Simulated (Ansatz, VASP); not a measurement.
Two plane-wave programs on Ta2Mo

```xyz
3
Lattice="-2.2117 2.2148 3.1308 2.2117 -2.2148 3.1308 2.2117 2.2148 -3.1308" Properties=species:S:1:pos:R:3 pbc="T T T"
Ta    2.2117    0.0000    1.5653
Ta    0.0000    2.2148    1.5655
Mo    0.0000    0.0000    0.0000
```

Alike in both runs: functional PBE; k mesh 14 × 14 × 14; occupations gaussian, width 0.1 eV; no spin polarisation.

Ansatz relaxed the structure, and its values are those at the end. VASP's run is a single point on that final structure, the one shown.

|  | VASP | Ansatz |
| --- | --- | --- |
| version | VASP 6.6.1 | Ansatz 0.2.0 |
| potentials or method | VASP PAW PBE potentials, release 64 (Ta_pv, Mo_sv), cutoff 520 eV | scalar-relativistic, plane waves, PAW |
| valence electrons in the cell | 36 | 40 |

|  | VASP | Ansatz | Ansatz less VASP |
| --- | --- | --- | --- |
| gap on the k mesh at the Fermi level (eV) | none | none | - |
| pressure (GPa) | 0.1 | 0.0 | -0.16 |

A gap of «none» marks a metal or a gap that the smearing closes. VASP's potentials hold 36 valence electrons a cell and Ansatz's 40, so a difference there can come from the potentials and not from the codes.

Neither program's run includes spin-orbit coupling.
